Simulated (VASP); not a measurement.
# C (I4_1/amd) in VASP: a series of runs, part 2 of 3

VASP 6.6.1. The steps go on from the part before.

## (3) Single point, PBEsol (strain +0.040 along x and y, -0.080 along z)

File INCAR:

```
ALGO     = Normal         # electronic algorithm
EDIFF    = 1E-6           # SCF threshold, eV
ENCUT    = 520            # plane-wave cutoff, eV
GGA      = PS             # functional
ISIF     = 2              # what is computed and relaxed
ISMEAR   = 0              # smearing method
LASPH    = True           # aspherical terms in the spheres
LCHARG   = False          # write CHGCAR
LREAL    = False          # projectors in reciprocal space
LWAVE    = False          # write WAVECAR
NBANDS   = 11             # bands
NELM     = 100            # most SCF steps
PREC     = Accurate       # precision mode
SIGMA    = 0.05           # smearing width, eV
```

File KPOINTS:

```
k-points
0
Gamma
  12 12 12
```

File POSCAR:

```
C
1.0
    0.0000000000      1.8479807985      1.6347522448
    1.8479807985      0.0000000000      1.6347522448
    1.8479807985      1.8479807985      0.0000000000
C
2
Direct
    0.5000000000      0.5000000000      0.5000000000
    0.7500000000      0.7500000000      0.7500000000
```

Potentials or basis: VASP PAW PBE potentials, release 64 (C).

Started as:

```
$ cat potpaw_PBE.64/C/POTCAR > POTCAR
$ mpirun -np 1 vasp_std > vasp.out
```

OUTCAR:

```text
EDIFF = 1E-6
   ENCUT = 520
   GGA = PS
   ISIF = 2
   ISMEAR = 0
   LASPH = True
   LREAL = False
   NELM = 100
   PREC = Accurate

 ion  position               nearest neighbor table
   1  0.500  0.500  0.500-   2 1.54   2 1.54   2 1.54   2 1.54
   2  0.750  0.750  0.750-   1 1.54   1 1.54   1 1.54   1 1.54

  LATTYP: Found a body centered tetragonal cell.
 ALAT       =     2.6134395082
 C/A-ratio  =     1.2510350744

  Lattice vectors:

 A1 = (   0.0000000000,  -1.8479807985,  -1.6347522448)
 A2 = (   0.0000000000,   1.8479807985,  -1.6347522448)
 A3 = (   1.8479807985,   0.0000000000,   1.6347522448)

Analysis of symmetry for initial positions (statically):
=====================================================================
 Subroutine PRICEL returns:
 Original cell was already a primitive cell.

 Routine SETGRP: Setting up the symmetry group for a
 body centered tetragonal supercell.

 Subroutine GETGRP returns: Found 16 space group operations
 (whereof  8 operations were pure point group operations)
 out of a pool of 16 trial point group operations.

The static configuration has the point symmetry D_2d.
 The point group associated with its full space group is D_4h.

[... 165 lines left out ...]
 fundamental gap:      1.0676495077
 Fermi energy:        11.4063897155

 k-point     1 :       0.0000    0.0000    0.0000
  band No.  band energies     occupation
      1     -11.7739      2.00000
      2       9.4151      2.00000
      3       9.4151      2.00000
      4      11.0498      2.00000
      5      14.6927      0.00000
      6      16.1939      0.00000
      7      16.1939      0.00000
      8      23.5209      0.00000
      9      29.2891      0.00000
     10      33.4886      0.00000
     11      35.3694      0.00000
[... 309 lines left out ...]
 k-point    24 :      -0.4167    0.1667    0.0000
  band No.  band energies     occupation
      1      -5.6412      2.00000
      2      -2.3494      2.00000
      3       5.1994      2.00000
      4       5.6866      2.00000
      5      15.7622      0.00000
      6      20.0129      0.00000
      7      22.2833      0.00000
      8      24.4941      0.00000
      9      29.4126      0.00000
     10      34.2296      0.00000
     11      34.4082      0.00000

 [... further k-points ...]
[... 5 lines left out ...]
  --------------------------------------------------------------------------------------
  -------------------------------------------------------------------------------------
  Total       -2.0714448     -2.0714448      4.8695410      0.0000000      0.0000000      0.0000000
  in kB     -297.2398966   -297.2398966    698.7499029      0.0000000      0.0000000      0.0000000
  external PRESSURE =      34.7567032 kB  Pullay stress =       0.0000000 kB

 VOLUME and BASIS-vectors are now :
 -----------------------------------------------------------------------------
  energy-cutoff  :      520.00
  volume of cell :       11.17
      direct lattice vectors                 reciprocal lattice vectors
     0.000000000  1.847980799  1.634752245    -0.270565582  0.270565582  0.305856745
     1.847980799  0.000000000  1.634752245     0.270565582 -0.270565582  0.305856745
     1.847980799  1.847980799  0.000000000     0.270565582  0.270565582 -0.305856745

 POSITION                                       TOTAL-FORCE (eV/Angst)
 -----------------------------------------------------------------------------------
      1.84798      1.84798      1.63475         0.000000      0.000000      0.000000
      2.77197      2.77197      2.45213         0.000000      0.000000      0.000000
 -----------------------------------------------------------------------------------
    total drift:                                0.000000     -0.000000      0.000000

  FREE ENERGIE OF THE ION-ELECTRON SYSTEM (eV)
  ---------------------------------------------------
  free  energy   TOTEN  =       -18.9510579254 eV

  energy  without entropy=      -18.9510579254  energy(sigma->0) =      -18.95105793
```

OSZICAR:

```text
N       E                     dE             d eps       ncg     rms          rms(c)
DAV:   1     0.204342142467E+00    0.20434E+00   -0.46886E+03  3810   0.695E+02
DAV:   2    -0.192317404408E+02   -0.19436E+02   -0.18662E+02  4682   0.128E+02
DAV:   3    -0.196204006971E+02   -0.38866E+00   -0.38750E+00  4183   0.133E+01
DAV:   4    -0.196211061226E+02   -0.70543E-03   -0.70541E-03  3826   0.673E-01
DAV:   5    -0.196211068661E+02   -0.74352E-06   -0.74350E-06  4116   0.212E-02    0.564E+00
DAV:   6    -0.191236324622E+02    0.49747E+00   -0.25519E-01  3693   0.351E+00    0.332E+00
DAV:   7    -0.189505321427E+02    0.17310E+00   -0.30486E-01  3843   0.387E+00    0.699E-01
DAV:   8    -0.189510356278E+02   -0.50349E-03   -0.73104E-03  3808   0.680E-01    0.292E-02
DAV:   9    -0.189510505988E+02   -0.14971E-04   -0.13265E-05  4238   0.330E-02    0.212E-02
DAV:  10    -0.189510580714E+02   -0.74726E-05   -0.30443E-06  3886   0.155E-02    0.413E-03
DAV:  11    -0.189510579254E+02    0.14598E-06   -0.69608E-08  2039   0.231E-03
   1 F= -.18951058E+02 E0= -.18951058E+02  d E =-.134272E-26
```

stdout:

```text
POSCAR found type information on POSCAR C
 POSCAR found :  1 types and       2 ions
 scaLAPACK will be used
 -----------------------------------------------------------------------------
|                                                                             |
|                                                                             |
|     You enforced a specific xc type in the INCAR file but a different       |
|     I HOPE YOU KNOW WHAT YOU ARE DOING!                                     |
|                                                                             |
 -----------------------------------------------------------------------------

 LDA part: xc-table for (Slater+PW92), standard interpolation
 POSCAR, INCAR and KPOINTS ok, starting setup
 FFT: planning ... GRIDC
 FFT: planning ... GRID_SOFT
 FFT: planning ... GRID
 WAVECAR not read
 entering main loop
```

Run time: 22 s. Hardware: 1 thread of Intel Xeon 8259CL, shared host; peak memory 0.12 GiB.

Results:

| Item | Value |
| --- | --- |
| Free energy | -18.9511 eV |
| Pressure | 3.5 GPa |
| Band gap on the k mesh | 1.07 eV, indirect (least direct gap 3.64 eV) |

Caveat: the cell differs from its parent crystal (strain +0.040 along x and y, -0.080 along z); the PAW data sets were made with another functional, which shifts forces and pressure a little. A k mesh can miss the band edges.

## (4) Single point, PBEsol (strain +0.040 along x and y, -0.040 along z)

File INCAR:

```
SYSTEM = C
  ALGO = Normal
  EDIFF = 1E-6
  ENCUT = 520
  GGA = PS
  ISIF = 2
  ISMEAR = 0
  LASPH = .True.
  LCHARG = .False.
  LREAL = .False.
  LWAVE = .False.
  NBANDS = 11
  NELM = 60
  PREC = Accurate
  SIGMA = 0.05
```

File KPOINTS:

```
k-points
0
Gamma
  12 12 12
  0 0 0
```

File POSCAR:

```
C
1.0
    0.0000000000      1.8479807985      1.7058284293
    1.8479807985      0.0000000000      1.7058284293
    1.8479807985      1.8479807985      0.0000000000
C
2
Direct
    0.5000000000      0.5000000000      0.5000000000
    0.7500000000      0.7500000000      0.7500000000
```

Started as:

```
$ cat potpaw_PBE.64/C/POTCAR > POTCAR
$ mpirun -np 1 vasp_std > vasp.out
```

Wall time 26 s (1 thread of Intel Xeon 8259CL, shared host); peak memory 0.13 GiB.

The run converged. Its results:

| Item | Value |
| --- | --- |
| Free energy | -19.1003 eV |
| Pressure | -14.8 GPa |
| Band gap on the k mesh | 2.05 eV, indirect (least direct gap 4.16 eV) |

Stress tensor (GPa, compression positive):
```
-36.57   0.00   0.00
  0.00 -36.57   0.00
  0.00   0.00  28.89
```

Levels at points of the mesh, in eV from the valence-band top:
| k point | band 2 | band 3 | band 4 | band 5 | band 6 | band 7 |
| --- | --- | --- | --- | --- | --- | --- |
| (0.00, 0.00, 0.00) | -1.08 | -1.08 | 0.00 | 4.16 | 5.12 | 5.12 |
| (0.50, 0.00, 0.00) | -13.88 | -4.11 | -2.81 | 6.40 | 7.20 | 9.17 |
| (0.50, 0.50, 0.00) | -12.47 | -7.63 | -7.63 | 2.63 | 2.63 | 15.87 |
| (0.50, 0.00, 0.50) | -13.70 | -6.46 | -6.46 | 4.48 | 4.48 | 15.22 |

Caveat: the cell differs from its parent crystal (strain +0.040 along x and y, -0.040 along z); the PAW data sets were made with another functional, which shifts forces and pressure a little. A k mesh can miss the band edges.

(Continued in part 3 of 3.)
